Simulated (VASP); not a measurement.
# SnO (P1) in VASP: single point with LDA

Aim: the single point of SnO with LDA.

All numbers are computed with VASP 6.6.1; they aren't measurements. Logs are shortened: lines on timing, memory, paths and dates and some standing lists are left out, and cuts for length are marked.

## Step 1: The cell of the first run

The typed cell holds 4 atoms: a = 3.318 Å, b = 5.570 Å, c = 4.221 Å, α = 89.77°, β = 91.06°, γ = 88.98°.

## Step 2: Single point, LDA (atoms moved at random and the cell strained at random)

The input, INCAR:

```
SYSTEM = SnO
PREC = Accurate
ENCUT = 520
EDIFF = 1E-6
ISMEAR = 0
SIGMA = 0.05
LREAL = .FALSE.
LASPH = .TRUE.
NELM = 60
ALGO = Normal
ISIF = 2
LWAVE = .FALSE.
LCHARG = .FALSE.
GGA = CA
NBANDS = 28
```

The input, KPOINTS:

```
regular mesh
0
G
  8 6 6
  0 0 0
```

The input, POSCAR:

```
SnO
1.0
    3.3175261209      0.0295550462     -0.0308152553
    0.0499845473      5.5699508577      0.0116625293
   -0.0387782085      0.0086778192      4.2209797738
Sn O
2 2
Direct
   -0.0140406196      0.2288523629      0.5012355461
    0.5088411925      0.7639291248      0.0208237563
    0.0035732841      0.8888942803      0.7399380304
    0.5016261430      0.1183242320      0.2380046671
```

Potentials or basis: VASP PAW LDA potentials, release 64 (Sn_d, O).

Started as:

```sh
> cat potpaw_LDA.64/Sn_d/POTCAR potpaw_LDA.64/O/POTCAR > POTCAR
> mpirun -np 1 vasp_std > vasp.out
```

OUTCAR:

```text
SYSTEM = SnO
   PREC = Accurate
   ENCUT = 520
   EDIFF = 1E-6
   ISMEAR = 0
   LREAL = .FALSE.
   LASPH = .TRUE.
   NELM = 60
   ISIF = 2
   GGA = CA

 ion  position               nearest neighbor table
   1  0.986  0.229  0.501-   4 2.04   4 2.14   3 2.14   2 3.66   2 3.72
   2  0.509  0.764  0.021-   3 2.14   3 2.17   4 2.18   1 3.66   1 3.72
   3  0.004  0.889  0.740-   2 2.14   1 2.14   2 2.17
   4  0.502  0.118  0.238-   1 2.04   1 2.14   2 2.18

  LATTYP: Found a triclinic cell.
 ALAT       =     5.3206323231
 B/A-ratio  =     0.6235726645
 C/A-ratio  =     1.3161228057
 COS(alpha) =     0.0030828229
 COS(beta)  =     0.4827247201
 COS(gamma) =     0.6089312571

  Lattice vectors:

 A1 = (   3.2787479124,   0.0382328654,   4.1901645185)
 A2 = (   3.3175261209,   0.0295550462,  -0.0308152553)
 A3 = (   0.0112063388,   5.5786286769,   4.2326423031)

Analysis of symmetry for initial positions (statically):
=====================================================================
 Subroutine PRICEL returns:
 Original cell was already a primitive cell.

 Routine SETGRP: Setting up the symmetry group for a
 triclinic supercell.

 Subroutine GETGRP returns: Found  1 space group operations
 (whereof  1 operations were pure point group operations)
 out of a pool of  2 trial point group operations.

The static configuration has the point symmetry C_1 .

Analysis of symmetry for dynamics (positions and initial velocities):
=====================================================================
 Subroutine PRICEL returns:
 Original cell was already a primitive cell.

 Routine SETGRP: Setting up the symmetry group for a
 triclinic supercell.

 Subroutine GETGRP returns: Found  1 space group operations
 (whereof  1 operations were pure point group operations)
 out of a pool of  2 trial point group operations.

The dynamic configuration has the point symmetry C_1 .

 Subroutine INISYM returns: Found  1 space group operations
 (whereof  1 operations are pure point group operations),
 and found     1 'primitive' translations

----------------------------------------------------------------------------------------

                                     Primitive cell

  volume of cell :      77.9839

  direct lattice vectors                    reciprocal lattice vectors
     3.317526121  0.029555046 -0.030815255     0.301479360 -0.002711276  0.002775270
     0.049984547  5.569950858  0.011662529    -0.001603133  0.179549988 -0.000383861
    -0.038778209  0.008677819  4.220979774     0.002205379 -0.000515889  0.236933141

  length of vectors
     3.317800875  5.570187342  4.221166818     0.301504325  0.179557555  0.236943967

  position of ions in fractional coordinates (direct lattice)
     0.985959380  0.228852363  0.501235546
     0.508841193  0.763929125  0.020823756
     0.003573284  0.888894280  0.739938030
     0.501626143  0.118324232  0.238004667

  ion indices of the primitive-cell ions
   primitive index   ion index
                 1           1
                 2           2
                 3           3
                 4           4

----------------------------------------------------------------------------------------

 KPOINTS: regular mesh

Automatic generation of k-mesh.
 Grid dimensions read from file:
 generate k-points for:    8    6    6

 Generating k-lattice:

  Cartesian coordinates                     Fractional coordinates (reciprocal lattice)
     0.037684920 -0.000338910  0.000346909     0.125000000  0.000000000  0.000000000
    -0.000267189  0.029924998 -0.000063977    -0.000000000  0.166666667  0.000000000
     0.000367563 -0.000085981  0.039488857     0.000000000  0.000000000  0.166666667

  Length of vectors
     0.037688041  0.029926259  0.039490661

  Shift w.r.t. Gamma in fractional coordinates (k-lattice)
     0.000000000  0.000000000  0.000000000

 Subroutine IBZKPT returns following result:
 ===========================================

 Found    148 irreducible k-points:

 Following reciprocal coordinates:
            Coordinates               Weight
  0.000000  0.000000  0.000000      1.000000
  0.125000 -0.000000 -0.000000      2.000000
  0.250000 -0.000000 -0.000000      2.000000
  0.375000 -0.000000 -0.000000      2.000000
  0.500000 -0.000000 -0.000000      1.000000
 -0.000000  0.166667  0.000000      2.000000
[... 16 lines left out ...]
  0.125000  0.500000 -0.000000      2.000000
  0.250000  0.500000 -0.000000      2.000000
 [... further k-points ...]
   k-points           NKPTS =    148   k-points in BZ     NKDIM =    148   number of bands    NBANDS=     28
   number of dos      NEDOS =    301   number of ions     NIONS =      4
   total plane-waves  NPLWV =  37632
   dimension x,y,z NGX =    28 NGY =   42 NGZ =   32
   dimension x,y,z NGXF=    56 NGYF=   84 NGZF=   64
   ions per type =               2   2
   NGX,Y,Z   is equivalent  to a cutoff of  14.03, 12.54, 12.60 a.u.
   NGXF,Y,Z  is equivalent  to a cutoff of  28.06, 25.07, 25.21 a.u.
 SYSTEM =  SnO
   PREC   = accura    normal or accurate (medium, high low for compatibility)
   ISTART =      0    job   : 0-new  1-cont  2-samecut
   ICHARG =      2    charge: 1-file 2-atom 10-const
   ISPIN  =      1    spin polarized calculation?
   LNONCOLLINEAR =      F non collinear calculations
   LSORBIT =      F    spin-orbit coupling
   LASPH  =      T    aspherical Exc in radial PAW
   ENCUT  =  520.0 eV  38.22 Ry    6.18 a.u.   6.17 10.36  7.85*2*pi/ulx,y,z
   NELM   =     60;   NELMIN=  2; NELMDL= -5     # of ELM steps
   EDIFF  = 0.1E-05   stopping-criterion for ELM
   LREAL  =      F    real-space projection
   EDIFFG = 0.1E-04   stopping-criterion for IOM
   NSW    =      0    number of steps for IOM
   IBRION =     -1    ionic relax: 0-MD 1-quasi-New 2-CG
   NFREE  =      0    steps in history (QN), initial steepest desc. (CG)
   ISIF   =      2    stress and relaxation
   ISYM   =      2    0-nonsym 1-usesym 2-fastsym
   POTIM  = 0.5000    time-step for ionic-motion
   TEBEG  =    0.0;   TEEND  =   0.0 temperature during run
   PSTRESS=    0.0 pullay stress
   NELECT =      40.0000    total number of electrons
   NUPDOWN=      -1.0000    fix difference up-down
   EMIN   =  10.00;   EMAX   =-10.00  energy-range for DOS
   EFERMI =   0.00;   METHOD = LEGACY
   ISMEAR =     0;   SIGMA  =   0.05  broadening in eV -4-tet -1-fermi 0-gaus
   EFERMI_NEDOS =   21; number of points for ismear=-14 and -15
   IALGO  =     38    algorithm
   IMIX   =      4    mixing-type and parameters
     AMIX     =   0.40;   BMIX     =  1.00
     AMIX_MAG =   1.60;   BMIX_MAG =  1.00
  volume/ion in A,a.u.               =      19.50       131.57
  Fermi-wavevector in a.u.,A,eV,Ry     =   1.310468  2.476426 23.365645  1.717326
  Thomas-Fermi vector in A             =   2.440996
   LORBIT       =      0    0 simple, 1 ext, 2 COOP (PROOUT), +10 PAW based schemes
   GGA     = CA    functional components
   LHFCALC =     F    Hartree Fock is set to
   AEXX    =    0.0000 exact exchange contribution
   IVDW    =     0    specifies the selected vdW correction
   LEPSILON=     F    determine dielectric tensor
   LRPA    =     F    only Hartree local field effects (RPA)
 non-spin polarized calculation
 Gauss-broadening in eV      SIGMA  =   0.05
  energy-cutoff  :      520.00
  volume of cell :       77.98
 maximum number of plane-waves:      2122
 NGX is ok and might be reduce to    28
   NGX = 13   NGY = 21   NGZ = 15

 number of electron      40.0000003 magnetization

 Free energy of the ion-electron system (eV)
  ---------------------------------------------------
  ext. energy  EPLUGINS =         0.00000000
  ---------------------------------------------------
  free energy    TOTEN  =       -25.17001219 eV

  energy without entropy =      -25.17001219  energy(sigma->0) =      -25.17001219

 E-fermi :   5.1761     XC(G=0): -10.1076

 val. band max:        4.8777549297   @ k =   0.1250  -0.0000  -0.0000
 cond. band min:       6.1845286226   @ k =   0.3750   0.5000  -0.0000
 fundamental gap:      1.3067736929
 Fermi energy:         5.1760823791

 k-point     1 :       0.0000    0.0000    0.0000
  band No.  band energies     occupation
      1     -16.3274      2.00000
      2     -15.9815      2.00000
      3     -15.8697      2.00000
      4     -15.8551      2.00000
      5     -15.7954      2.00000
      6     -15.7842      2.00000
[... 20 lines left out ...]
     27      13.6430      0.00000
     28      14.2566      0.00000

 k-point     2 :       0.1250   -0.0000   -0.0000
  band No.  band energies     occupation
      1     -16.3204      2.00000
      2     -15.9747      2.00000
      3     -15.8999      2.00000
      4     -15.8426      2.00000
      5     -15.7989      2.00000
      6     -15.7906      2.00000
[... 20 lines left out ...]
     27      13.5629      0.00000
     28      14.3875      0.00000

 k-point     3 :       0.2500   -0.0000   -0.0000
  band No.  band energies     occupation
      1     -16.3149      2.00000
      2     -16.0703      2.00000
      3     -15.8804      2.00000
      4     -15.8309      2.00000
      5     -15.8258      2.00000
      6     -15.7879      2.00000
[... 20 lines left out ...]
     27      13.0867      0.00000
     28      14.4538      0.00000

 k-point     4 :       0.3750   -0.0000   -0.0000
  band No.  band energies     occupation
      1     -16.3193      2.00000
      2     -16.1961      2.00000
      3     -15.8566      2.00000
      4     -15.8429      2.00000
      5     -15.8248      2.00000
      6     -15.7637      2.00000
[... 578 lines left out ...]
     27      14.5796      0.00000
     28      15.0886      0.00000

 k-point    23 :       0.1250    0.5000   -0.0000
  band No.  band energies     occupation
      1     -16.3135      2.00000
      2     -15.9762      2.00000
      3     -15.9011      2.00000
      4     -15.8413      2.00000
      5     -15.7973      2.00000
      6     -15.7846      2.00000
[... 20 lines left out ...]
     27      13.7367      0.00000
     28      15.1354      0.00000

 k-point    24 :       0.2500    0.5000   -0.0000
  band No.  band energies     occupation
      1     -16.3142      2.00000
      2     -16.0714      2.00000
      3     -15.8816      2.00000
      4     -15.8332      2.00000
      5     -15.8235      2.00000
      6     -15.7780      2.00000
[... 20 lines left out ...]
     27      13.7979      0.00000
     28      14.8968      0.00000

 [... further k-points ...]
[... 5 lines left out ...]
  --------------------------------------------------------------------------------------
  -------------------------------------------------------------------------------------
  Total       -1.1488401     -1.3247374     -1.1805873      0.2639326      0.6009631      0.7482839
  in kB      -23.6028789    -27.2166827    -24.2551249      5.4224859     12.3467654     15.3734668
  external PRESSURE =     -25.0248955 kB  Pullay stress =       0.0000000 kB

 VOLUME and BASIS-vectors are now :
 -----------------------------------------------------------------------------
  energy-cutoff  :      520.00
  volume of cell :       77.98
      direct lattice vectors                 reciprocal lattice vectors
     3.317526121  0.029555046 -0.030815255     0.301479360 -0.002711276  0.002775270
     0.049984547  5.569950858  0.011662529    -0.001603133  0.179549988 -0.000383861
    -0.038778209  0.008677819  4.220979774     0.002205379 -0.000515889  0.236933141

 POSITION                                       TOTAL-FORCE (eV/Angst)
 -----------------------------------------------------------------------------------
      3.26295      1.30819      2.08799         0.511541      0.306645      0.661376
      1.72547      4.27027      0.08113         0.052000      0.511603     -0.270652
      0.02759      4.95762      3.13352        -0.067671      0.082982      0.126507
      1.66084      0.67595      0.99054        -0.495871     -0.901230     -0.517231
 -----------------------------------------------------------------------------------
    total drift:                               -0.000496     -0.001693     -0.000158

  FREE ENERGIE OF THE ION-ELECTRON SYSTEM (eV)
  ---------------------------------------------------
  free  energy   TOTEN  =       -25.1700121933 eV

  energy  without entropy=      -25.1700121933  energy(sigma->0) =      -25.17001219
```

It took 5.1 min on 1 thread of AMD EPYC 9R45 (Zen 5), shared host; peak memory 0.32 GiB.

Results:

| Property | Result |
| --- | --- |
| Free energy | -25.1700 eV |
| Pressure | -2.5 GPa |
| Largest force | 1.151 eV/Å |
| Band gap on the k mesh | 1.31 eV, indirect (least direct gap 1.82 eV) |

Forces in eV/Å, atoms in the order of the input:
```
Sn   0.512  0.307  0.661
Sn   0.052  0.512 -0.271
O   -0.068  0.083  0.127
O   -0.496 -0.901 -0.517
```

Stress tensor (GPa, compression positive):
```
-2.36  0.54  1.54
 0.54 -2.72  1.23
 1.54  1.23 -2.43
```

Levels at points of the mesh, in eV from the valence-band top:
| k point | band 17 | band 18 | band 19 | band 20 | band 21 | band 22 | band 23 | band 24 |
| --- | --- | --- | --- | --- | --- | --- | --- | --- |
| (0.00, 0.00, 0.00) | -3.63 | -2.87 | -2.28 | -0.01 | 2.53 | 3.18 | 5.55 | 6.06 |
| (0.50, 0.00, 0.00) | -2.87 | -2.68 | -1.37 | -1.04 | 2.36 | 2.87 | 5.29 | 5.50 |
| (0.00, 0.50, 0.00) | -4.00 | -2.89 | -1.74 | -1.33 | 3.15 | 3.85 | 4.79 | 4.91 |
| (0.50, 0.50, 0.00) | -2.93 | -2.76 | -1.01 | -0.71 | 1.68 | 2.09 | 6.08 | 6.44 |
| (0.00, 0.00, 0.50) | -3.50 | -3.25 | -1.79 | -1.55 | 2.57 | 2.70 | 4.97 | 5.29 |
| (0.50, 0.00, 0.50) | -3.38 | -3.20 | -1.32 | -0.91 | 1.93 | 2.28 | 4.63 | 4.87 |
| (0.00, 0.50, 0.50) | -3.13 | -3.04 | -1.66 | -1.33 | 1.80 | 1.99 | 5.68 | 6.14 |
| (0.50, 0.50, 0.50) | -3.69 | -3.50 | -0.55 | -0.27 | 2.34 | 2.60 | 4.05 | 4.26 |

Caveat: the cell differs from its parent crystal (atoms moved at random and the cell strained at random); spin-orbit coupling is left out, which moves the levels of the heavy elements; forces of over 1 eV/Å act on the atoms, so gaps and moduli don't describe the material at rest.
